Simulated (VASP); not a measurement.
# MnO (Fm-3m) in VASP: further runs

MnO is run at these levels: PBE+U; tasks: single point.

Everything below comes from runs of VASP 6.6.1. Logs are shortened: lines on timing, memory, paths and dates and some standing lists are left out, and cuts for length are marked.

### 1 The cell of the first run

It takes space group Fm-3m (No. 225, cubic). The conventional cell has a = 4.446 Å, b = 4.446 Å, c = 4.446 Å, α = 90.00°, β = 90.00°, γ = 90.00°. Mn (site symmetry m-3m) has 6 O at 2.22 Å within 2.9 Å. Within 2.9 Å of O (site symmetry m-3m) lie 6 Mn at 2.22 Å.

### 2 Single point, PBE+U, collinear spin, ferromagnetic start

Input file INCAR:

```
ALGO = Normal ; EDIFF = 1E-7
ENCUT = 520 ; GGA = PE
ISIF = 2 ; ISMEAR = -1
ISPIN = 2 ; LASPH = True
LCHARG = False ; LDAU = True
LDAUJ = 0 0 ; LDAUL = 2 -1
LDAUPRINT = 1 ; LDAUTYPE = 2
LDAUU = 4 0 ; LMAXMIX = 4
LORBIT = 11 ; LREAL = False
LWAVE = False ; MAGMOM = 4.5 4.5 0 0
NBANDS = 31 ; NELM = 150
PREC = Accurate ; SIGMA = 0.05
```

Input file KPOINTS:

```
k-points
0
Gamma
  4 8 8
```

Input file POSCAR:

```
MnO
1.0
    0.0000000000      4.4460000000      4.4460000000
    2.2230000000      0.0000000000      2.2230000000
    2.2230000000      2.2230000000      0.0000000000
Mn O
2 2
Direct
    0.0000000000      0.0000000000      0.0000000000
    0.5000000000      0.0000000000      0.0000000000
    0.2500000000      0.5000000000      0.5000000000
    0.7500000000      0.5000000000      0.5000000000
```

Potentials or basis: VASP PAW PBE potentials, release 64 (Mn_pv, O).

Command:

```sh
$ cat potpaw_PBE.64/Mn_pv/POTCAR potpaw_PBE.64/O/POTCAR > POTCAR
$ mpirun -np 1 vasp_std > vasp.out
```

OUTCAR:

```text
EDIFF = 1E-7
   ENCUT = 520
   GGA = PE
   ISIF = 2
   ISMEAR = -1
   ISPIN = 2
   LASPH = True
   LORBIT = 11
   LREAL = False
   NELM = 150
   PREC = Accurate

 ion  position               nearest neighbor table
   1  0.000  0.000  0.000-   4 2.22   3 2.22   4 2.22   3 2.22   4 2.22   3 2.22   2 3.14   2 3.14
                             2 3.14   2 3.14   2 3.14   2 3.14
   2  0.500  0.000  0.000-   3 2.22   3 2.22   4 2.22   3 2.22   4 2.22   4 2.22   1 3.14   1 3.14
                             1 3.14   1 3.14   1 3.14   1 3.14
   3  0.250  0.500  0.500-   1 2.22   1 2.22   2 2.22   1 2.22   2 2.22   2 2.22
   4  0.750  0.500  0.500-   2 2.22   1 2.22   2 2.22   1 2.22   2 2.22   1 2.22

  LATTYP: Found a trigonal (rhomboedric) cell.
 ALAT       =     5.4452156982
 COS(alpha) =     0.8333333333

  Lattice vectors:

 A1 = (   2.2230000000,  -2.2230000000,  -4.4460000000)
 A2 = (   4.4460000000,  -2.2230000000,  -2.2230000000)
 A3 = (   2.2230000000,  -4.4460000000,  -2.2230000000)

Analysis of symmetry for initial positions (statically):
=====================================================================
 Subroutine PRICEL returns following result:

  LATTYP: Found a face centered cubic cell.
 ALAT       =     4.4460000000
[... 12 lines left out ...]
 Subroutine GETGRP returns: Found 12 space group operations
 (whereof 12 operations were pure point group operations)
 out of a pool of 12 trial point group operations.

The static configuration has the point symmetry D_3d.

Analysis of symmetry for dynamics (positions and initial velocities):
=====================================================================
 Subroutine PRICEL returns following result:

  LATTYP: Found a face centered cubic cell.
 ALAT       =     4.4460000000
[... 12 lines left out ...]
 Subroutine GETGRP returns: Found 12 space group operations
 (whereof 12 operations were pure point group operations)
 out of a pool of 12 trial point group operations.

The dynamic configuration has the point symmetry D_3d.

Analysis of structural, dynamic, and magnetic symmetry:
=====================================================================
 Subroutine PRICEL returns following result:

  LATTYP: Found a face centered cubic cell.
 ALAT       =     4.4460000000
[... 12 lines left out ...]
 Subroutine GETGRP returns: Found 12 space group operations
 (whereof 12 operations were pure point group operations)
 out of a pool of 12 trial point group operations.

The overall configuration has the point symmetry D_3d.

 Subroutine INISYM returns: Found 12 space group operations
 (whereof 12 operations are pure point group operations),
 and found     2 'primitive' translations

----------------------------------------------------------------------------------------

                                     Primitive cell

  volume of cell :      21.9709

  direct lattice vectors                    reciprocal lattice vectors
     0.000000000  2.223000000  2.223000000    -0.224921278  0.224921278  0.224921278
     2.223000000  0.000000000  2.223000000     0.224921278 -0.224921278  0.224921278
     2.223000000  2.223000000  0.000000000     0.224921278  0.224921278 -0.224921278

  length of vectors
     3.143796749  3.143796749  3.143796749     0.389575080  0.389575080  0.389575080

  position of ions in fractional coordinates (direct lattice)
[... 161 lines left out ...]

 occupancies and eigenvectors

  o =  0.0189  v =  0.0000  0.0000  0.0000  0.0000  0.0000  0.5773 -0.5774 -0.0000  0.5774 -0.0000      0.0000  0.0000  0.0000  0.0000  0.0000  0.0000  0.0000  0.0000  0.0000  0.0000
  o =  0.0189  v =  0.0000  0.0000  0.0000  0.0000  0.0000 -0.1916  0.5916 -0.0000  0.7832 -0.0000      0.0000  0.0000  0.0000  0.0000  0.0000  0.0000  0.0000  0.0000  0.0000  0.0000
  o =  0.0189  v =  0.0000  0.0000  0.0000  0.0000  0.0000  0.7937  0.5628  0.0000 -0.2309 -0.0000      0.0000  0.0000  0.0000  0.0000  0.0000  0.0000  0.0000  0.0000  0.0000  0.0000
  o =  0.0727  v =  0.0000  0.0000  0.0000  0.0000  0.0000 -0.0000 -0.0000  0.0645 -0.0000 -0.9979      0.0000  0.0000  0.0000  0.0000  0.0000  0.0000  0.0000  0.0000  0.0000  0.0000
  o =  0.0727  v =  0.0000  0.0000  0.0000  0.0000  0.0000  0.0000  0.0000 -0.9979 -0.0000 -0.0645      0.0000  0.0000  0.0000  0.0000  0.0000  0.0000  0.0000  0.0000  0.0000  0.0000
  o =  0.9408  v =  0.7851  0.5867  0.0000 -0.1984 -0.0000  0.0000  0.0000  0.0000  0.0000  0.0000      0.0000  0.0000  0.0000  0.0000  0.0000  0.0000  0.0000  0.0000  0.0000  0.0000
  o =  0.9408  v =  0.2242 -0.5678  0.0000 -0.7920  0.0000  0.0000  0.0000  0.0000  0.0000  0.0000      0.0000  0.0000  0.0000  0.0000  0.0000  0.0000  0.0000  0.0000  0.0000  0.0000
  o =  0.9408  v =  0.5774 -0.5774 -0.0000  0.5774 -0.0000  0.0000  0.0000  0.0000  0.0000  0.0000      0.0000  0.0000  0.0000  0.0000  0.0000  0.0000  0.0000  0.0000  0.0000  0.0000
  o =  0.9771  v = -0.0000 -0.0000  0.9997  0.0000  0.0248  0.0000  0.0000  0.0000  0.0000  0.0000      0.0000  0.0000  0.0000  0.0000  0.0000  0.0000  0.0000  0.0000  0.0000  0.0000
  o =  0.9771  v =  0.0000  0.0000 -0.0248  0.0000  0.9997  0.0000  0.0000  0.0000  0.0000  0.0000      0.0000  0.0000  0.0000  0.0000  0.0000  0.0000  0.0000  0.0000  0.0000  0.0000

atom =   2  type =  1  l = 2

 onsite density matrix

spin component  1

  0.9408 -0.0000 -0.0000  0.0000 -0.0000
 -0.0000  0.9408 -0.0000 -0.0000  0.0000
 -0.0000 -0.0000  0.9771  0.0000  0.0000
  0.0000 -0.0000  0.0000  0.9408  0.0000
 -0.0000  0.0000  0.0000  0.0000  0.9771

spin component  2

  0.0189  0.0000 -0.0000 -0.0000  0.0000
  0.0000  0.0189 -0.0000  0.0000  0.0000
 -0.0000 -0.0000  0.0727  0.0000 -0.0000
 -0.0000  0.0000  0.0000  0.0189  0.0000
  0.0000  0.0000 -0.0000  0.0000  0.0727

 occupancies and eigenvectors

  o =  0.0189  v =  0.0000  0.0000  0.0000  0.0000  0.0000 -0.5773  0.5774  0.0000 -0.5774  0.0000      0.0000  0.0000  0.0000  0.0000  0.0000  0.0000  0.0000  0.0000  0.0000  0.0000
  o =  0.0189  v =  0.0000  0.0000  0.0000  0.0000  0.0000 -0.1015  0.6509 -0.0000  0.7524 -0.0000      0.0000  0.0000  0.0000  0.0000  0.0000  0.0000  0.0000  0.0000  0.0000  0.0000
  o =  0.0189  v =  0.0000  0.0000  0.0000  0.0000  0.0000  0.8102  0.4930  0.0000 -0.3171 -0.0000      0.0000  0.0000  0.0000  0.0000  0.0000  0.0000  0.0000  0.0000  0.0000  0.0000
  o =  0.0727  v =  0.0000  0.0000  0.0000  0.0000  0.0000  0.0000 -0.0000 -0.4291 -0.0000 -0.9033      0.0000  0.0000  0.0000  0.0000  0.0000  0.0000  0.0000  0.0000  0.0000  0.0000
  o =  0.0727  v =  0.0000  0.0000  0.0000  0.0000  0.0000 -0.0000 -0.0000  0.9033  0.0000 -0.4291      0.0000  0.0000  0.0000  0.0000  0.0000  0.0000  0.0000  0.0000  0.0000  0.0000
  o =  0.9408  v = -0.7083 -0.7059 -0.0000  0.0024  0.0000  0.0000  0.0000  0.0000  0.0000  0.0000      0.0000  0.0000  0.0000  0.0000  0.0000  0.0000  0.0000  0.0000  0.0000  0.0000
  o =  0.9408  v = -0.4062  0.4103 -0.0000  0.8165 -0.0000  0.0000  0.0000  0.0000  0.0000  0.0000      0.0000  0.0000  0.0000  0.0000  0.0000  0.0000  0.0000  0.0000  0.0000  0.0000
  o =  0.9408  v = -0.5774  0.5774  0.0000 -0.5774  0.0000  0.0000  0.0000  0.0000  0.0000  0.0000      0.0000  0.0000  0.0000  0.0000  0.0000  0.0000  0.0000  0.0000  0.0000  0.0000
  o =  0.9771  v =  0.0000  0.0000 -0.9993 -0.0000  0.0371  0.0000  0.0000  0.0000  0.0000  0.0000      0.0000  0.0000  0.0000  0.0000  0.0000  0.0000  0.0000  0.0000  0.0000  0.0000
  o =  0.9771  v = -0.0000  0.0000  0.0371  0.0000  0.9993  0.0000  0.0000  0.0000  0.0000  0.0000      0.0000  0.0000  0.0000  0.0000  0.0000  0.0000  0.0000  0.0000  0.0000  0.0000

 number of electron      37.9999983 magnetization       9.9999922

 Free energy of the ion-electron system (eV)
  ---------------------------------------------------
  ext. energy  EPLUGINS =         0.00000000
  ---------------------------------------------------
  free energy    TOTEN  =       -30.87808754 eV

  energy without entropy =      -30.87758641  energy(sigma->0) =      -30.87783698

 E-fermi :   7.0803     XC(G=0): -11.8002

 val. band max:        6.8825883047   @ k =   0.0000   0.5000   0.0000
 cond. band min:       7.1136927045   @ k =   0.0000   0.0000   0.0000
 fundamental gap:      0.2311043998
 Fermi energy:         7.0803130092

 spin component 1

 k-point     1 :       0.0000    0.0000    0.0000
  band No.  band energies     occupation
      1     -42.9161      1.00000
      2     -42.8611      1.00000
      3     -42.8611      1.00000
      4     -42.8528      1.00000
      5     -42.8528      1.00000
      6     -42.8528      1.00000
[... 1625 lines left out ...]
     30      20.0053      0.00000
     31      21.5084      0.00000

 [... further k-points ...]

------------------------ aborting loop because EDIFF is reached ----------------------------------------

  FORCE on cell =-STRESS in cart. coord.  units (eV):
  Direction    XX          YY          ZZ          XY          YZ          ZX
  --------------------------------------------------------------------------------------
  -------------------------------------------------------------------------------------
  Total        2.1097937      2.1097937      2.1097937      0.0000148     -0.0000148      0.0000148
  in kB       76.9258308     76.9258308     76.9258308      0.0005408     -0.0005408      0.0005408
  external PRESSURE =      76.9258308 kB  Pullay stress =       0.0000000 kB

 VOLUME and BASIS-vectors are now :
 -----------------------------------------------------------------------------
  energy-cutoff  :      520.00
  volume of cell :       43.94
      direct lattice vectors                 reciprocal lattice vectors
     0.000000000  4.446000000  4.446000000    -0.112460639  0.112460639  0.112460639
     2.223000000  0.000000000  2.223000000     0.224921278 -0.224921278  0.224921278
     2.223000000  2.223000000  0.000000000     0.224921278  0.224921278 -0.224921278

 POSITION                                       TOTAL-FORCE (eV/Angst)
 -----------------------------------------------------------------------------------
      0.00000      0.00000      0.00000         0.000000     -0.000000     -0.000000
      0.00000      2.22300      2.22300        -0.000000      0.000000      0.000000
      2.22300      2.22300      2.22300        -0.000000     -0.000000     -0.000000
      2.22300      4.44600      4.44600        -0.000000     -0.000000     -0.000000
 -----------------------------------------------------------------------------------
    total drift:                                0.000000      0.000000      0.000000

  FREE ENERGIE OF THE ION-ELECTRON SYSTEM (eV)
  ---------------------------------------------------
  free  energy   TOTEN  =       -30.8780875435 eV

  energy  without entropy=      -30.8775864147  energy(sigma->0) =      -30.87783698

 total charge

# of ion       s       p       d       tot
------------------------------------------
    1        0.208   6.184   4.959  11.351
    2        0.208   6.184   4.959  11.351
    3        1.555   3.456   0.000   5.011
    4        1.555   3.456   0.000   5.011
--------------------------------------------------
tot          3.526  19.280   9.918  32.723

 magnetization (x)

# of ion       s       p       d       tot
------------------------------------------
    1        0.033   0.027   4.565   4.624
    2        0.033   0.027   4.565   4.624
    3        0.023   0.131   0.000   0.154
    4        0.023   0.131   0.000   0.154
--------------------------------------------------
tot          0.113   0.315   9.129   9.557
```

It took 34 s on 1 thread of Intel Xeon 6975P-C (Granite Rapids), shared host; peak memory 0.22 GiB.

Results:

```yaml
Free_energy: -30.8781 eV
Pressure: 7.7 GPa
Band_gap_on_the_k_mesh: 0.23 eV
Net_moment: 10.00 μB per cell
Site_moments: Mn +4.62; O +0.15 μB
Valence_electrons_inside_the_program's_atomic_spheres: Mn 11.35; O 5.01
```

Eigenvalues of the final occupation matrices:
| site | spin | trace | eigenvalues |
| --- | --- | --- | --- |
| site 1 d | 1 | 4.78 | 0.94 0.94 0.94 0.98 0.98 |
| site 1 d | 2 | 0.20 | 0.02 0.02 0.02 0.07 0.07 |
| site 2 d | 1 | 4.78 | 0.94 0.94 0.94 0.98 0.98 |
| site 2 d | 2 | 0.20 | 0.02 0.02 0.02 0.07 0.07 |

Caveat: the cell stands under pressure; semilocal functionals underestimate gaps, and a narrow one can read as zero; the run started ferromagnetic, and an antiferromagnetic order may lie lower in energy.

### 3 Single point, PBE+U, collinear spin, antiferromagnetic start

Input file INCAR:

```
SYSTEM = MnO
PREC     = Accurate       ! precision mode
ENCUT    = 520            ! plane-wave cutoff, eV
EDIFF    = 1E-6           ! SCF threshold, eV
ISMEAR   = -1             ! smearing method
SIGMA    = 0.05           ! smearing width, eV
LREAL    = .False.        ! projectors in reciprocal space
LASPH    = .True.         ! aspherical terms in the spheres
NELM     = 150            ! most SCF steps
ALGO     = Normal         ! electronic algorithm
ISIF     = 2              ! what is computed and relaxed
LWAVE    = .False.        ! write WAVECAR
LCHARG   = .False.        ! write CHGCAR
ISPIN    = 2              ! spin polarisation
MAGMOM   = 4.5 -4.5 0 0   ! initial moments
LORBIT   = 11             ! projections on sites
LMAXMIX  = 4              ! l up to which the mixer works
LDAU     = .True.         ! DFT+U
LDAUTYPE = 2            
LDAUL    = 2 -1           ! shell
LDAUU    = 4 0            ! U, eV
LDAUJ    = 0 0          
LDAUPRINT= 1            
GGA      = PE             ! functional
NBANDS   = 31             ! bands
```

Input file KPOINTS:

```
regular mesh
0
Gamma
  4 8 8
  0 0 0
```

POSCAR is that of step 2.

Potentials or basis: VASP PAW PBE potentials, release 64 (Mn_pv, O).

Command:

```sh
$ cat potpaw_PBE.64/Mn_pv/POTCAR potpaw_PBE.64/O/POTCAR > POTCAR
$ mpirun -np 1 vasp_std > vasp.out
```

It took 32 s on 1 thread of Intel Xeon 6975P-C (Granite Rapids), shared host; peak memory 0.22 GiB.

It converged, with:

```
Free energy                                           : -31.0292 eV
Pressure                                              : 5.1 GPa
Band gap on the k mesh                                : 1.80 eV
Net moment                                            : 0.00 μB per cell
Site moments                                          : Mn +4.57, -4.57; O +0.00 μB
Valence electrons inside the program's atomic spheres : Mn 11.35; O 5.01
```

Stress tensor (GPa, compression positive):
```
 5.13  1.09  1.09
 1.09  5.13 -1.09
 1.09 -1.09  5.13
```

Levels at points of the mesh, in eV from the valence-band top:
Spin up:
```
           k point  band 16  band 17  band 18  band 19  band 20  band 21  band 22  band 23
(0.00, 0.00, 0.00)    -1.71    -1.71    -0.59    -0.59     1.80     4.72     4.84     4.84
(0.50, 0.00, 0.00)    -2.36    -2.12     0.00     0.00     3.96     4.17     4.78     4.78
(0.00, 0.50, 0.00)    -2.35    -1.96    -0.37    -0.26     3.84     5.62     5.66     5.78
(0.50, 0.50, 0.00)    -2.35    -1.79    -0.53    -0.24     3.63     5.44     5.77     5.82
```
Spin down:
| k point | band 17 | band 18 | band 19 | band 20 | band 21 | band 22 |
| --- | --- | --- | --- | --- | --- | --- |
| (0.00, 0.00, 0.00) | -1.71 | -0.59 | -0.59 | 1.80 | 4.72 | 4.84 |
| (0.50, 0.00, 0.00) | -2.12 | 0.00 | 0.00 | 3.96 | 4.17 | 4.78 |
| (0.00, 0.50, 0.00) | -1.96 | -0.37 | -0.26 | 3.84 | 5.62 | 5.66 |
| (0.50, 0.50, 0.00) | -1.79 | -0.53 | -0.24 | 3.63 | 5.44 | 5.77 |

Eigenvalues of the final occupation matrices:
| site | spin | trace | eigenvalues |
| --- | --- | --- | --- |
| site 1 d | 1 | 4.76 | 0.94 0.94 0.94 0.98 0.98 |
| site 1 d | 2 | 0.22 | 0.02 0.02 0.02 0.08 0.08 |
| site 2 d | 1 | 0.22 | 0.02 0.02 0.02 0.08 0.08 |
| site 2 d | 2 | 4.76 | 0.94 0.94 0.94 0.98 0.98 |

Caveat: the cell stands under pressure. A k mesh can miss the band edges.
